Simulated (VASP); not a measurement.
A run of VASP 6.6.1 is set up as follows.

File INCAR:

```
SYSTEM = ZnS
PREC = Accurate
ENCUT = 520
EDIFF = 1E-7
ISMEAR = 0
SIGMA = 0.01
LREAL = .False.
LASPH = .True.
NELM = 60
ALGO = Normal
ISIF = 2
LWAVE = .False.
LCHARG = .False.
GGA = PS
NBANDS = 26
```

The input KPOINTS:

```
regular mesh
0
Gamma
  6 6 4
  0 0 0
```

POSCAR

```
ZnS
1.0
    3.7626702135      0.0000000000      0.0000000000
   -1.8813351067      3.2585679909      0.0000000000
    0.0000000000      0.0000000000      6.2275878957
Zn S
2 2
Direct
    0.3333333333      0.6666666667      0.0054423634
    0.6666666667      0.3333333333      0.5054423634
    0.3333333333      0.6666666667      0.3795576366
    0.6666666667      0.3333333333      0.8795576366
```

Potentials or basis: VASP PAW PBE potentials, release 64 (Zn, S).

Launch:

```console
$ cat potpaw_PBE.64/Zn/POTCAR potpaw_PBE.64/S/POTCAR > POTCAR
$ mpirun -np 1 vasp_std > vasp.out
```

Q: Estimate the band gap on the k mesh.

A: 2.17 eV, direct.

Q: What does it give for the pressure?

A: 0.8 GPa.

Q: Estimate the largest force.

A: 0.061 eV/Å.

Stress tensor (GPa, compression positive):
```
 1.21  0.00  0.00
 0.00  1.21  0.00
 0.00  0.00 -0.09
```

Caveat: the cell differs from its parent crystal (in-plane strain -0.005); the PAW data sets were made with another functional, which shifts forces and pressure a little.
